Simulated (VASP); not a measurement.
# TiCo (Pm-3m) in VASP: settings compared

Aim: see how the results for TiCo move with the level of theory and the settings. Levels: r2SCAN, PBE0, r2SCAN0. Tasks: single point.

Everything below comes from runs of VASP 6.6.1. Logs are shortened: lines on timing, memory, paths and dates and some standing lists are left out, and cuts for length are marked.

**1. The cell of the first run**

It takes space group Pm-3m (No. 221, cubic). The conventional cell has a = 2.986 Å, b = 2.986 Å, c = 2.986 Å, α = 90.00°, β = 90.00°, γ = 90.00°. Co (site symmetry m-3m) has 8 Ti at 2.59 Å and 6 Co at 2.99 Å within 3.4 Å. Within 3.4 Å of Ti (site symmetry m-3m) lie 8 Co at 2.59 Å and 6 Ti at 2.99 Å.

**2. Single point, r2SCAN, collinear spin, ferromagnetic start**

POSCAR reads:

```
TiCo
1.0
    2.9861109900      0.0000000000      0.0000000000
    0.0000000000      2.9861109900      0.0000000000
    0.0000000000      0.0000000000      2.9861109900
Co Ti
1 1
Direct
    0.5000000000      0.5000000000      0.5000000000
    0.0000000000      0.0000000000      0.0000000000
```

INCAR.step1 reads:

```
PREC = Accurate
ENCUT = 760
ISMEAR = -1
SIGMA = 0.05
LREAL = F
LASPH = T
NELM = 200
ISPIN = 2
MAGMOM = 2 1
LMAXMIX = 4
NBANDS = 26
GGA = PE
ALGO = Normal
EDIFF = 1E-5
LWAVE = T
LCHARG = F
GGA_COMPAT = F
```

INCAR.step2 reads:

```
PREC = Accurate
ENCUT = 760
EDIFF = 1E-6
ISMEAR = -1
SIGMA = 0.05
LREAL = F
LASPH = T
NELM = 200
ALGO = Normal
ISIF = 2
LWAVE = F
LCHARG = T
ISPIN = 2
MAGMOM = 2 1
LORBIT = 11
LMAXMIX = 4
METAGGA = R2SCAN
LMIXTAU = T
LELF = T
LVHAR = T
NBANDS = 26
ISTART = 1
GGA_COMPAT = F
```

KPOINTS reads:

```
regular mesh
0
Gamma
  9 9 9
```

Potentials or basis: VASP PAW PBE potentials, release 64 (Co_sv, Ti_sv).

Command:

```console
$ cat potpaw_PBE.64/Co_sv/POTCAR potpaw_PBE.64/Ti_sv/POTCAR > POTCAR
$ cp INCAR.step1 INCAR
$ mpirun -np 1 vasp_std > vasp.out
$ cp INCAR.step2 INCAR
$ mpirun -np 1 vasp_std > vasp.out
```

OUTCAR:

```text
PREC = Accurate
   ENCUT = 760
   EDIFF = 1E-6
   ISMEAR = -1
   LREAL = F
   LASPH = T
   NELM = 200
   ISIF = 2
   ISPIN = 2
   LORBIT = 11
   METAGGA = R2SCAN
   ISTART = 1

 ion  position               nearest neighbor table
   1  0.500  0.500  0.500-   2 2.59   2 2.59   2 2.59   2 2.59   2 2.59   2 2.59   2 2.59   2 2.59

   2  0.000  0.000  0.000-   1 2.59   1 2.59   1 2.59   1 2.59   1 2.59   1 2.59   1 2.59   1 2.59

  LATTYP: Found a simple cubic cell.
 ALAT       =     2.9861109900

  Lattice vectors:

 A1 = (   2.9861109900,   0.0000000000,   0.0000000000)
 A2 = (   0.0000000000,   2.9861109900,   0.0000000000)
 A3 = (   0.0000000000,   0.0000000000,   2.9861109900)

Analysis of symmetry for initial positions (statically):
=====================================================================
 Subroutine PRICEL returns:
 Original cell was already a primitive cell.

 Routine SETGRP: Setting up the symmetry group for a
 simple cubic supercell.

 Subroutine GETGRP returns: Found 48 space group operations
 (whereof 48 operations were pure point group operations)
 out of a pool of 48 trial point group operations.

The static configuration has the point symmetry O_h .

Analysis of symmetry for dynamics (positions and initial velocities):
=====================================================================
 Subroutine PRICEL returns:
 Original cell was already a primitive cell.

 Routine SETGRP: Setting up the symmetry group for a
 simple cubic supercell.

 Subroutine GETGRP returns: Found 48 space group operations
 (whereof 48 operations were pure point group operations)
 out of a pool of 48 trial point group operations.

The dynamic configuration has the point symmetry O_h .

Analysis of structural, dynamic, and magnetic symmetry:
=====================================================================
 Subroutine PRICEL returns:
 Original cell was already a primitive cell.

 Routine SETGRP: Setting up the symmetry group for a
 simple cubic supercell.

 Subroutine GETGRP returns: Found 48 space group operations
 (whereof 48 operations were pure point group operations)
 out of a pool of 48 trial point group operations.

The overall configuration has the point symmetry O_h .

 Subroutine INISYM returns: Found 48 space group operations
 (whereof 48 operations are pure point group operations),
 and found     1 'primitive' translations

----------------------------------------------------------------------------------------

                                     Primitive cell

  volume of cell :      26.6267

  direct lattice vectors                    reciprocal lattice vectors
     2.986110990  0.000000000  0.000000000     0.334883735  0.000000000  0.000000000
     0.000000000  2.986110990  0.000000000     0.000000000  0.334883735  0.000000000
     0.000000000  0.000000000  2.986110990     0.000000000  0.000000000  0.334883735

  length of vectors
     2.986110990  2.986110990  2.986110990     0.334883735  0.334883735  0.334883735

  position of ions in fractional coordinates (direct lattice)
     0.500000000  0.500000000  0.500000000
     0.000000000  0.000000000  0.000000000

  ion indices of the primitive-cell ions
   primitive index   ion index
                 1           1
                 2           2

----------------------------------------------------------------------------------------

 KPOINTS: regular mesh

Automatic generation of k-mesh.
 Grid dimensions read from file:
 generate k-points for:    9    9    9

 Generating k-lattice:

  Cartesian coordinates                     Fractional coordinates (reciprocal lattice)
     0.037209304  0.000000000  0.000000000     0.111111111  0.000000000  0.000000000
     0.000000000  0.037209304  0.000000000     0.000000000  0.111111111  0.000000000
     0.000000000  0.000000000  0.037209304     0.000000000  0.000000000  0.111111111

  Length of vectors
     0.037209304  0.037209304  0.037209304

  Shift w.r.t. Gamma in fractional coordinates (k-lattice)
     0.000000000  0.000000000  0.000000000

 Subroutine IBZKPT returns following result:
 ===========================================

 Found     35 irreducible k-points:

 Following reciprocal coordinates:
            Coordinates               Weight
  0.000000  0.000000  0.000000      1.000000
  0.111111  0.000000  0.000000      6.000000
  0.222222  0.000000  0.000000      6.000000
  0.333333  0.000000  0.000000      6.000000
  0.444444  0.000000  0.000000      6.000000
  0.111111  0.111111  0.000000     12.000000
[... 16 lines left out ...]
  0.333333  0.333333  0.111111     24.000000
  0.444444  0.333333  0.111111     48.000000
 [... further k-points ...]
   k-points           NKPTS =     35   k-points in BZ     NKDIM =     35   number of bands    NBANDS=     26
   number of dos      NEDOS =    301   number of ions     NIONS =      2
   total plane-waves  NPLWV =  21952
   dimension x,y,z NGX =    28 NGY =   28 NGZ =   28
   dimension x,y,z NGXF=    56 NGYF=   56 NGZF=   56
   ions per type =               1   1
   NGX,Y,Z   is equivalent  to a cutoff of  15.59, 15.59, 15.59 a.u.
   NGXF,Y,Z  is equivalent  to a cutoff of  31.18, 31.18, 31.18 a.u.
 SYSTEM =  unknown system
   PREC   = accura    normal or accurate (medium, high low for compatibility)
   ISTART =      1    job   : 0-new  1-cont  2-samecut
   ICHARG =      0    charge: 1-file 2-atom 10-const
   ISPIN  =      2    spin polarized calculation?
   LNONCOLLINEAR =      F non collinear calculations
   LSORBIT =      F    spin-orbit coupling
   LASPH  =      T    aspherical Exc in radial PAW
   ENCUT  =  760.0 eV  55.86 Ry    7.47 a.u.   6.71  6.71  6.71*2*pi/ulx,y,z
   NELM   =    200;   NELMIN=  2; NELMDL=  0     # of ELM steps
   EDIFF  = 0.1E-05   stopping-criterion for ELM
   LREAL  =      F    real-space projection
   EDIFFG = 0.1E-04   stopping-criterion for IOM
   NSW    =      0    number of steps for IOM
   IBRION =     -1    ionic relax: 0-MD 1-quasi-New 2-CG
   NFREE  =      0    steps in history (QN), initial steepest desc. (CG)
   ISIF   =      2    stress and relaxation
   ISYM   =      2    0-nonsym 1-usesym 2-fastsym
   POTIM  = 0.5000    time-step for ionic-motion
   TEBEG  =    0.0;   TEEND  =   0.0 temperature during run
   PSTRESS=    0.0 pullay stress
   NELECT =      29.0000    total number of electrons
   NUPDOWN=      -1.0000    fix difference up-down
   EMIN   =  10.00;   EMAX   =-10.00  energy-range for DOS
   EFERMI =   0.00;   METHOD = LEGACY
   ISMEAR =    -1;   SIGMA  =   0.05  broadening in eV -4-tet -1-fermi 0-gaus
   EFERMI_NEDOS =   21; number of points for ismear=-14 and -15
   IALGO  =     38    algorithm
   IMIX   =      4    mixing-type and parameters
     AMIX     =   0.40;   BMIX     =  1.00
     AMIX_MAG =   1.60;   BMIX_MAG =  1.00
  volume/ion in A,a.u.               =      13.31        89.84
  Fermi-wavevector in a.u.,A,eV,Ry     =   1.684360  3.182979 38.600656  2.837068
  Thomas-Fermi vector in A             =   2.767396
   LORBIT       =     11    0 simple, 1 ext, 2 COOP (PROOUT), +10 PAW based schemes
   METAGGA = R2SCAN    functional components
   LHFCALC =     F    Hartree Fock is set to
   AEXX    =    0.0000 exact exchange contribution
   IVDW    =     0    specifies the selected vdW correction
   LEPSILON=     F    determine dielectric tensor
   LRPA    =     F    only Hartree local field effects (RPA)
 spin polarized calculation
  energy-cutoff  :      760.00
  volume of cell :       26.63
 maximum number of plane-waves:      1309
 NGX is ok and might be reduce to    28
   NGX = 13   NGY = 13   NGZ = 13

 number of electron      29.0000023 magnetization       0.8665882

 Free energy of the ion-electron system (eV)
  ---------------------------------------------------
  ext. energy  EPLUGINS =         0.00000000
  ---------------------------------------------------
  free energy    TOTEN  =       -27.09113922 eV

  energy without entropy =      -27.07752177  energy(sigma->0) =      -27.08433050

 E-fermi :  10.6075     XC(G=0): -13.8636

 val. band max:       10.6039336407   @ k =   0.3333   0.0000   0.0000
 cond. band min:      10.6082761553   @ k =   0.3333   0.2222   0.1111
 fundamental gap:      0.0043425145
 Fermi energy:        10.6075212217

 spin component 1

 k-point     1 :       0.0000    0.0000    0.0000
  band No.  band energies     occupation
      1     -89.3071      1.00000
      2     -51.1532      1.00000
      3     -51.1532      1.00000
      4     -51.1532      1.00000
      5     -48.6858      1.00000
      6     -23.7408      1.00000
[... 18 lines left out ...]
     25      30.9739      0.00000
     26      32.4287      0.00000
[... 644 lines left out ...]
      4     -51.1523      1.00000
      5     -48.6276      1.00000
      6     -23.9933      1.00000
[... 18 lines left out ...]
     25      28.1206      0.00000
     26      31.3224      0.00000

 [... further k-points ...]

 spin component 2

 k-point     1 :       0.0000    0.0000    0.0000
  band No.  band energies     occupation
      1     -87.0085      1.00000
      2     -49.0067      1.00000
      3     -48.9150      1.00000
      4     -48.9147      1.00000
      5     -48.9147      1.00000
      6     -24.0505      1.00000
[... 18 lines left out ...]
     25      31.2608      0.00000
     26      32.1096      0.00000
[... 644 lines left out ...]
      4     -48.9139      1.00000
      5     -48.8645      1.00000
      6     -24.3209      1.00000
[... 18 lines left out ...]
     25      28.1418      0.00000
     26      31.2159      0.00000

 [... further k-points ...]

------------------------ aborting loop because EDIFF is reached ----------------------------------------

  FORCE on cell =-STRESS in cart. coord.  units (eV):
  Direction    XX          YY          ZZ          XY          YZ          ZX
  --------------------------------------------------------------------------------------
  -------------------------------------------------------------------------------------
  Total        0.1347487      0.1347487      0.1347487      0.0000000      0.0000000     -0.0000000
  in kB        8.1080648      8.1080648      8.1080648      0.0000000      0.0000000     -0.0000000
  external PRESSURE =       8.1080648 kB  Pullay stress =       0.0000000 kB

 VOLUME and BASIS-vectors are now :
 -----------------------------------------------------------------------------
  energy-cutoff  :      760.00
  volume of cell :       26.63
      direct lattice vectors                 reciprocal lattice vectors
     2.986110990  0.000000000  0.000000000     0.334883735  0.000000000  0.000000000
     0.000000000  2.986110990  0.000000000     0.000000000  0.334883735  0.000000000
     0.000000000  0.000000000  2.986110990     0.000000000  0.000000000  0.334883735

 POSITION                                       TOTAL-FORCE (eV/Angst)
 -----------------------------------------------------------------------------------
      1.49306      1.49306      1.49306         0.000000      0.000000      0.000000
      0.00000      0.00000      0.00000         0.000000      0.000000      0.000000
 -----------------------------------------------------------------------------------
    total drift:                                0.000000      0.000000      0.000000

  FREE ENERGIE OF THE ION-ELECTRON SYSTEM (eV)
  ---------------------------------------------------
  free  energy   TOTEN  =       -27.0911392243 eV

  energy  without entropy=      -27.0775217686  energy(sigma->0) =      -27.08433050

 total charge

# of ion       s       p       d       tot
------------------------------------------
    1        2.278   6.123   6.704  15.104
    2        2.244   6.199   1.809  10.251
--------------------------------------------------
tot          4.521  12.321   8.512  25.355

 magnetization (x)

# of ion       s       p       d       tot
------------------------------------------
    1        0.024  -0.009   1.374   1.389
    2       -0.008  -0.042  -0.253  -0.303
--------------------------------------------------
tot          0.016  -0.051   1.121   1.086
```

It took 7.3 min on 1 thread of AMD EPYC 7R43 (Zen 3), shared host; peak memory 0.19 GiB.

Results:

- Free energy: -27.0911 eV
- Pressure: 0.8 GPa
- Net moment: 0.87 μB per cell
- Site moments: Co +1.39; Ti -0.30 μB
- Valence electrons inside the program's atomic spheres: Co 15.10; Ti 10.25

Caveat: the PAW data sets were made with another functional, which shifts forces and pressure a little.

(Part 1 of 2 ends here.)
